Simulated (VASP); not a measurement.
Wanted: the native input for a VASP 6.6.1 run.

- Task: single point
- Functional: BLYP
- Potentials or basis: VASP PAW PBE potentials, release 64 (Sn_d)
- Cutoff: 520 eV
- k mesh: 6 × 6 × 4
- Occupations: fermi-dirac, width 0.1 eV
- Spin: no spin polarisation
- Dipole correction: no
- Further INCAR settings: ALGO = Normal; EDIFF = 1e-06; NBANDS = 21

The structure of Sn lies in POSCAR:

```
Sn
1.0
   -3.0662783511      3.0688555288      1.6578556604
    3.0688555288     -3.0662783511      1.6578556604
    3.0658247739      3.0658247739     -1.6531315530
Sn
2
Direct
    0.0000070557      0.9999929443      0.0000000000
    0.7499929443      0.2500070557      0.5000000000
```

The input as run:

INCAR

```
AGGAC = 1.0
AGGAX = 1.0
ALDAC = 0.0
ALDAX = 1.0
ALGO = Normal
EDIFF = 1E-6
ENCUT = 520
GGA = B5
ISIF = 2
ISMEAR = -1
LASPH = T
LCHARG = F
LREAL = F
LWAVE = F
NBANDS = 21
NELM = 80
PREC = Accurate
SIGMA = 0.1
```

KPOINTS

```
k-points
0
Gamma
  6 6 4
```

Potentials or basis: VASP PAW PBE potentials, release 64 (Sn_d).

Launch:

```bash
$ cat potpaw_PBE.64/Sn_d/POTCAR > POTCAR
$ mpirun -np 1 vasp_std > vasp.out
```

Results of the run:

```json
{
  "Pressure": "0.0 GPa",
  "Largest force": "0.045 eV/Å",
  "Band gap on the k mesh": "zero (band 14 reaches 7.99 eV, above the bottom of band 15 at 4.95 eV)"
}
```

Caveat: the k points lie up to 0.36 Å⁻¹ apart; the PAW data sets were made with another functional, which shifts forces and pressure a little; spin-orbit coupling is left out, which moves the levels of the heavy elements.

Run time: 43 s on 1 thread of Intel(R) Xeon(R) Platinum 8488C (Sapphire Rapids), on a shared host, peak memory 0.21 GiB.
